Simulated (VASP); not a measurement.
Here is a VASP 6.6.1 calculation.

Contents of INCAR:

```
SYSTEM = Cu2H
ALGO = Normal
EDIFF = 1E-7
EDIFFG = -0.04
ENCUT = 600
GGA = PE
IBRION = 2
ISIF = 3
ISMEAR = 0
LASPH = .TRUE.
LCHARG = .FALSE.
LREAL = .FALSE.
LWAVE = .FALSE.
NELM = 100
NSW = 90
PREC = Accurate
SIGMA = 0.1
```

Contents of KPOINTS:

```
k-points
0
G
  6 6 6
  0 0 0
```

The input POSCAR:

```
Cu2H
1.0
    1.4623515618      0.8442890679      4.4166758051
   -1.4623515618      0.8442890679      4.4166758051
    0.0000000000     -1.6885781357      4.4166758051
Cu H
2 1
Direct
    0.7500000000      0.7500000000      0.7500000000
    0.2500000000      0.2500000000      0.2500000000
    0.0000000000      0.0000000000      0.0000000000
```

Potentials or basis: VASP PAW PBE potentials, release 64 (Cu, H).

The run is started by

```bash
$ cat potpaw_PBE.64/Cu/POTCAR potpaw_PBE.64/H/POTCAR > POTCAR
$ mpirun -np 1 vasp_std > vasp.out
```

What does it give for the relaxed volume?

8.91 Å³/atom.

Predict the space group after relaxing (to 0.05 Å).

R-3m (No. 166).

Estimate the relaxed cell.

a = 4.682 Å, b = 4.682 Å, c = 4.682 Å, α = 32.76°, β = 32.76°, γ = 32.76°.

The path:
```csv
step,energy change (eV),largest force (eV/Å),pressure (GPa),volume (Å³)
1,0.0000,0.1868,-16.35,32.72
2,-0.3720,0.3988,-4.05,27.72
3,-0.3879,0.4453,0.47,26.74
4,-0.3879,0.4506,1.04,26.62
5,-0.4124,0.1849,1.15,26.54
6,-0.4233,0.1355,1.76,26.43
7,-0.4331,0.0662,-0.57,26.89
8,-0.4341,0.0348,-1.72,27.12
9,-0.4367,0.0395,-0.48,26.87
10,-0.4369,0.0253,-0.69,26.92
11,-0.4373,0.0034,0.21,26.73
```

Caveat: the k points lie up to 0.46 Å⁻¹ apart in the final cell; the volume moved by over 15 % at a fixed basis, so the end points are rough.
